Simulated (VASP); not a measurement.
# FeCo2 (P-6m2) in VASP: notebook

The runs below take FeCo2 through single point, relaxation of cell and atoms, with PBE.

All numbers are computed with VASP 6.6.1; they aren't measurements. Logs are shortened: lines on timing, memory, paths and dates and some standing lists are left out, and cuts for length are marked.

## (1) The cell of the first run

The structure is hexagonal, space group P-6m2 (No. 187). The conventional cell has a = 2.483 Å, b = 2.483 Å, c = 12.087 Å, α = 90.00°, β = 90.00°, γ = 120.00°. Within 3.3 Å of Fe (site symmetry 3m) lie 6 Co at 2.47 Å and 6 Fe at 2.48 Å. Within 3.3 Å of Co (site symmetry -6m2) lie 12 Co at 2.47 to 2.48 Å. Co (site symmetry -6m2) has 6 Fe at 2.47 Å and 6 Co at 2.48 Å within 3.3 Å. Co (site symmetry 3m) has 3 Fe at 2.47 Å and 9 Co at 2.47 to 2.48 Å within 3.3 Å.

## (2) Single point, PBE, collinear spin, ferromagnetic start

File INCAR:

```
SYSTEM = FeCo2
PREC = Accurate
ENCUT = 520
EDIFF = 1E-6
ISMEAR = 0
SIGMA = 0.1
LREAL = .False.
LASPH = .True.
NELM = 150
ALGO = Fast
ISIF = 2
LWAVE = .False.
LCHARG = .False.
ISPIN = 2
MAGMOM = 4 4 3 3 3 3
LORBIT = 11
LMAXMIX = 4
GGA = PE
NBANDS = 39
```

File KPOINTS:

```
regular mesh
0
Gamma
  6 6 2
  0 0 0
```

File POSCAR:

```
FeCo2
1.0
    2.4825423700      0.0000000000      0.0000000000
   -1.2412711900      2.1499447600      0.0000000000
    0.0000000000      0.0000000000     12.0867108400
Fe Co
2 4
Direct
    0.3333333300      0.6666666700      0.8333333300
    0.3333333300      0.6666666700      0.1666666700
    0.3333333300      0.6666666700      0.5000000000
    0.6666666700      0.3333333300      0.0000000000
    0.6666666700      0.3333333300      0.3333333300
    0.6666666700      0.3333333300      0.6666666700
```

Potentials or basis: VASP PAW PBE potentials, release 64 (Fe, Co).

Command:

```
$ cat potpaw_PBE.64/Fe/POTCAR potpaw_PBE.64/Co/POTCAR > POTCAR
$ mpirun -np 1 vasp_std > vasp.out
```

OUTCAR:

```text
SYSTEM = FeCo2
   PREC = Accurate
   ENCUT = 520
   EDIFF = 1E-6
   ISMEAR = 0
   LREAL = .False.
   LASPH = .True.
   NELM = 150
   ISIF = 2
   ISPIN = 2
   LORBIT = 11
   GGA = PE

 ion  position               nearest neighbor table
   1  0.333  0.667  0.833-   6 2.47   6 2.47   6 2.47   4 2.47   4 2.47   4 2.47
   2  0.333  0.667  0.167-   5 2.47   5 2.47   5 2.47   4 2.47   4 2.47   4 2.47
   3  0.333  0.667  0.500-   5 2.47   6 2.47   5 2.47   6 2.47   5 2.47   6 2.47
   4  0.667  0.333  0.000-   1 2.47   2 2.47   1 2.47   2 2.47   1 2.47   2 2.47
   5  0.667  0.333  0.333-   2 2.47   2 2.47   2 2.47   3 2.47   3 2.47   3 2.47
   6  0.667  0.333  0.667-   1 2.47   1 2.47   1 2.47   3 2.47   3 2.47   3 2.47

  LATTYP: Found a hexagonal cell.
 ALAT       =     2.4825423700
 C/A-ratio  =     4.8686825998

  Lattice vectors:

 A1 = (   2.4825423700,   0.0000000000,   0.0000000000)
 A2 = (  -1.2412711900,   2.1499447600,   0.0000000000)
 A3 = (   0.0000000000,   0.0000000000,  12.0867108400)

Analysis of symmetry for initial positions (statically):
=====================================================================
 Subroutine PRICEL returns:
 Original cell was already a primitive cell.

 Routine SETGRP: Setting up the symmetry group for a
 hexagonal supercell.

 Subroutine GETGRP returns: Found 12 space group operations
 (whereof 12 operations were pure point group operations)
 out of a pool of 24 trial point group operations.

The static configuration has the point symmetry D_3h.

Analysis of symmetry for dynamics (positions and initial velocities):
=====================================================================
 Subroutine PRICEL returns:
 Original cell was already a primitive cell.

 Routine SETGRP: Setting up the symmetry group for a
 hexagonal supercell.

 Subroutine GETGRP returns: Found 12 space group operations
 (whereof 12 operations were pure point group operations)
 out of a pool of 24 trial point group operations.

The dynamic configuration has the point symmetry D_3h.

Analysis of structural, dynamic, and magnetic symmetry:
=====================================================================
 Subroutine PRICEL returns:
 Original cell was already a primitive cell.

 Routine SETGRP: Setting up the symmetry group for a
 hexagonal supercell.

 Subroutine GETGRP returns: Found 12 space group operations
 (whereof 12 operations were pure point group operations)
 out of a pool of 24 trial point group operations.

The overall configuration has the point symmetry D_3h.

 Subroutine INISYM returns: Found 12 space group operations
 (whereof 12 operations are pure point group operations),
 and found     1 'primitive' translations

----------------------------------------------------------------------------------------

                                     Primitive cell

  volume of cell :      64.5108

  direct lattice vectors                    reciprocal lattice vectors
     2.482542370  0.000000000  0.000000000     0.402812863  0.232564116  0.000000000
    -1.241271190  2.149944760  0.000000000     0.000000000  0.465128230  0.000000000
     0.000000000  0.000000000 12.086710840     0.000000000  0.000000000  0.082735495

  length of vectors
     2.482542370  2.482542374 12.086710840     0.465128230  0.465128230  0.082735495

  position of ions in fractional coordinates (direct lattice)
     0.333333330  0.666666670  0.833333330
     0.333333330  0.666666670  0.166666670
     0.333333330  0.666666670  0.500000000
     0.666666670  0.333333330  0.000000000
     0.666666670  0.333333330  0.333333330
     0.666666670  0.333333330  0.666666670

  ion indices of the primitive-cell ions
   primitive index   ion index
                 1           1
                 2           2
                 3           3
                 4           4
                 5           5
                 6           6

----------------------------------------------------------------------------------------

[... 34 lines left out ...]
  0.166667  0.000000  0.500000      6.000000
  0.333333  0.000000  0.500000      6.000000
  0.500000  0.000000  0.500000      3.000000
  0.166667  0.166667  0.500000      6.000000
  0.333333  0.166667  0.500000     12.000000
  0.333333  0.333333  0.500000      2.000000
   k-points           NKPTS =     14   k-points in BZ     NKDIM =     14   number of bands    NBANDS=     39
   number of dos      NEDOS =    301   number of ions     NIONS =      6
   total plane-waves  NPLWV =  29160
   dimension x,y,z NGX =    18 NGY =   18 NGZ =   90
   dimension x,y,z NGXF=    36 NGYF=   36 NGZF=  180
   ions per type =               2   4
   NGX,Y,Z   is equivalent  to a cutoff of  12.05, 12.05, 12.38 a.u.
   NGXF,Y,Z  is equivalent  to a cutoff of  24.11, 24.11, 24.76 a.u.
 SYSTEM =  FeCo2
   PREC   = accura    normal or accurate (medium, high low for compatibility)
   ISTART =      0    job   : 0-new  1-cont  2-samecut
   ICHARG =      2    charge: 1-file 2-atom 10-const
   ISPIN  =      2    spin polarized calculation?
   LNONCOLLINEAR =      F non collinear calculations
   LSORBIT =      F    spin-orbit coupling
   LASPH  =      T    aspherical Exc in radial PAW
   ENCUT  =  520.0 eV  38.22 Ry    6.18 a.u.   4.62  4.62 22.47*2*pi/ulx,y,z
   NELM   =    150;   NELMIN=  2; NELMDL= -5     # of ELM steps
   EDIFF  = 0.1E-05   stopping-criterion for ELM
   LREAL  =      F    real-space projection
   EDIFFG = 0.1E-04   stopping-criterion for IOM
   NSW    =      0    number of steps for IOM
   IBRION =     -1    ionic relax: 0-MD 1-quasi-New 2-CG
   NFREE  =      0    steps in history (QN), initial steepest desc. (CG)
   ISIF   =      2    stress and relaxation
   ISYM   =      2    0-nonsym 1-usesym 2-fastsym
   POTIM  = 0.5000    time-step for ionic-motion
   TEBEG  =    0.0;   TEEND  =   0.0 temperature during run
   PSTRESS=    0.0 pullay stress
   NELECT =      52.0000    total number of electrons
   NUPDOWN=      -1.0000    fix difference up-down
   EMIN   =  10.00;   EMAX   =-10.00  energy-range for DOS
   EFERMI =   0.00;   METHOD = LEGACY
   ISMEAR =     0;   SIGMA  =   0.10  broadening in eV -4-tet -1-fermi 0-gaus
   EFERMI_NEDOS =   21; number of points for ismear=-14 and -15
   IALGO  =     68    algorithm
   IMIX   =      4    mixing-type and parameters
     AMIX     =   0.40;   BMIX     =  1.00
     AMIX_MAG =   1.60;   BMIX_MAG =  1.00
  volume/ion in A,a.u.               =      10.75        72.56
  Fermi-wavevector in a.u.,A,eV,Ry     =   1.523580  2.879149 31.583147  2.321296
  Thomas-Fermi vector in A             =   2.632004
   LORBIT       =     11    0 simple, 1 ext, 2 COOP (PROOUT), +10 PAW based schemes
   GGA     = PE    functional components
   LHFCALC =     F    Hartree Fock is set to
   AEXX    =    0.0000 exact exchange contribution
   IVDW    =     0    specifies the selected vdW correction
   LEPSILON=     F    determine dielectric tensor
   LRPA    =     F    only Hartree local field effects (RPA)
 spin polarized calculation
 RMM-DIIS sequential band-by-band and
 Gauss-broadening in eV      SIGMA  =   0.10
  energy-cutoff  :      520.00
  volume of cell :       64.51
 maximum number of plane-waves:      1756
   NGX =  9   NGY =  9   NGZ = 45

 number of electron      51.9999993 magnetization      10.8118179

 Free energy of the ion-electron system (eV)
  ---------------------------------------------------
  ext. energy  EPLUGINS =         0.00000000
  ---------------------------------------------------
  free energy    TOTEN  =       -44.22797342 eV

  energy without entropy =      -44.19223926  energy(sigma->0) =      -44.21010634

 E-fermi :   8.9863     XC(G=0): -13.4430

 val. band max:        8.9842008995   @ k =   0.1667   0.1667   0.5000
 cond. band min:       9.0081149490   @ k =   0.0000   0.0000   0.0000
 fundamental gap:      0.0239140495
 Fermi energy:         8.9863460008

 spin component 1

 k-point     1 :       0.0000    0.0000    0.0000
  band No.  band energies     occupation
      1       0.1495      1.00000
      2       1.2228      1.00000
      3       1.2555      1.00000
      4       3.4414      1.00000
      5       3.4506      1.00000
      6       3.9247      1.00000
[... 563 lines left out ...]
     37      14.9145      0.00000
     38      15.2417      0.00000
 Fermi energy:         8.9863460008

 spin component 2

 k-point     1 :       0.0000    0.0000    0.0000
  band No.  band energies     occupation
      1       0.2183      1.00000
      2       1.2857      1.00000
      3       1.3764      1.00000
      4       3.8386      1.00000
      5       3.9394      1.00000
      6       4.9451      1.00000
[... 563 lines left out ...]
     37      15.8973      0.00000
     38      16.2057      0.00000
 [bands above 38 left out]

------------------------ aborting loop because EDIFF is reached ----------------------------------------

  FORCE on cell =-STRESS in cart. coord.  units (eV):
  Direction    XX          YY          ZZ          XY          YZ          ZX
  --------------------------------------------------------------------------------------
  -------------------------------------------------------------------------------------
  Total        2.1296770      2.1296770      3.8840746     -0.0000000     -0.0000000      0.0000000
  in kB       52.8922726     52.8922727     96.4641729     -0.0000001     -0.0000000      0.0000000
  external PRESSURE =      67.4162394 kB  Pullay stress =       0.0000000 kB

 VOLUME and BASIS-vectors are now :
 -----------------------------------------------------------------------------
  energy-cutoff  :      520.00
  volume of cell :       64.51
      direct lattice vectors                 reciprocal lattice vectors
     2.482542370  0.000000000  0.000000000     0.402812863  0.232564116  0.000000000
    -1.241271190  2.149944760  0.000000000     0.000000000  0.465128230  0.000000000
     0.000000000  0.000000000 12.086710840     0.000000000  0.000000000  0.082735495

 POSITION                                       TOTAL-FORCE (eV/Angst)
 -----------------------------------------------------------------------------------
     -0.00000      1.43330     10.07226         0.000000     -0.000000      0.044338
     -0.00000      1.43330      2.01445         0.000000     -0.000000     -0.044338
     -0.00000      1.43330      6.04336        -0.000000      0.000000      0.000000
      1.24127      0.71665      0.00000        -0.000000      0.000000      0.000000
      1.24127      0.71665      4.02890        -0.000000      0.000000      0.466500
      1.24127      0.71665      8.05781        -0.000000      0.000000     -0.466500
 -----------------------------------------------------------------------------------
    total drift:                                0.000001     -0.000001     -0.000000

  FREE ENERGIE OF THE ION-ELECTRON SYSTEM (eV)
  ---------------------------------------------------
  free  energy   TOTEN  =       -44.2279734164 eV

  energy  without entropy=      -44.1922392577  energy(sigma->0) =      -44.21010634

 total charge

# of ion       s       p       d       tot
------------------------------------------
    1        0.507   0.560   6.282   7.349
    2        0.507   0.560   6.282   7.349
    3        0.493   0.525   7.272   8.289
    4        0.502   0.544   7.291   8.338
    5        0.497   0.535   7.283   8.315
    6        0.497   0.535   7.283   8.315
--------------------------------------------------
tot          3.003   3.259  41.694  47.956

 magnetization (x)

# of ion       s       p       d       tot
------------------------------------------
    1       -0.014  -0.038   2.283   2.232
    2       -0.014  -0.038   2.283   2.232
    3       -0.018  -0.053   1.686   1.616
    4       -0.022  -0.054   1.653   1.576
    5       -0.020  -0.054   1.665   1.592
    6       -0.020  -0.054   1.665   1.592
--------------------------------------------------
tot         -0.108  -0.291  11.236  10.838
```

Wall time 4.6 min (1 thread of Intel Xeon 8259CL, shared host); peak memory 0.22 GiB.

Results:

```yaml
Free_energy: -44.2280 eV
Pressure: 6.7 GPa
Largest_force: 0.467 eV/Å
Net_moment: 10.81 μB per cell
Site_moments: Fe +2.23; Co +1.62, +1.58, +1.59 (each value once) μB
Valence_electrons_inside_the_program's_atomic_spheres: Fe 7.35; Co 8.29, 8.34, 8.31 (each value once)
```

Forces on the atoms (eV/Å):
```
Fe   0.000  0.000  0.044
Fe   0.000  0.000 -0.044
Co   0.000  0.000  0.000
Co   0.000  0.000  0.000
Co   0.000  0.000  0.467
Co   0.000  0.000 -0.467
```

Levels at points of the mesh, in eV from the Fermi level:
Spin up:
| k point | band 30 | band 31 | band 32 | band 33 | band 34 | band 35 |
| --- | --- | --- | --- | --- | --- | --- |
| (0.00, 0.00, 0.00) | -0.77 | -0.77 | -0.55 | -0.55 | -0.44 | -0.44 |
| (0.50, 0.00, 0.00) | 0.10 | 0.99 | 1.04 | 1.64 | 2.79 | 2.93 |
| (0.00, 0.00, 0.50) | -0.91 | -0.88 | -0.88 | -0.54 | -0.54 | -0.43 |
| (0.50, 0.00, 0.50) | 0.10 | 1.32 | 1.49 | 1.77 | 1.86 | 3.40 |
Spin down:
```csv
k point,band 18,band 19,band 20,band 21,band 22,band 23
"(0.00, 0.00, 0.00)",-0.67,-0.59,-0.31,-0.31,-0.02,-0.02
"(0.50, 0.00, 0.00)",-0.13,-0.12,0.78,1.17,1.17,1.25
"(0.00, 0.00, 0.50)",-0.69,-0.50,-0.45,-0.26,-0.26,-0.12
"(0.50, 0.00, 0.50)",0.06,0.11,0.42,0.55,0.75,1.30
```

Caveat: the k points lie up to 0.49 Å⁻¹ apart.

(Continued in part 2 of 2.)
